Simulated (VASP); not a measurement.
A run of VASP 6.6.1:

INCAR

```
SYSTEM = TaRu2
  PREC = Accurate
  ENCUT = 520
  EDIFF = 1E-6
  ISMEAR = 0
  SIGMA = 0.1
  LREAL = .False.
  LASPH = .True.
  NELM = 100
  ALGO = Fast
  ISIF = 2
  LWAVE = .False.
  LCHARG = .True.
  GGA = PE
  LELF = .True.
  LVHAR = .True.
  NBANDS = 26
```

The input KPOINTS:

```
Automatic mesh
0
Gamma
  14 14 14
  0 0 0
```

The input POSCAR:

```
TaRu2
1.0
    0.0000000000      2.9904224288      2.9904224288
    2.9904224288      0.0000000000      2.9904224288
    2.9904224288      2.9904224288      0.0000000000
Ta Ru
1 2
Direct
    0.5000000000      0.5000000000      0.5000000000
    0.7500000000      0.7500000000      0.7500000000
    0.2500000000      0.2500000000      0.2500000000
```

Potentials or basis: VASP PAW PBE potentials, release 64 (Ta_pv, Ru_pv).

The run is started by

```sh
$ cat potpaw_PBE.64/Ta_pv/POTCAR potpaw_PBE.64/Ru_pv/POTCAR > POTCAR
$ mpirun -np 1 vasp_std > vasp.out
```

Hardware: 1 thread of Intel Xeon 8259CL, with other jobs on the host.

Task: Estimate the wall time of this run.

Result: Run time: 3.4 min on 1 thread of Intel Xeon 8259CL (shared host), peak memory 0.27 GiB. Counts: scf iterations 15, k points 104.
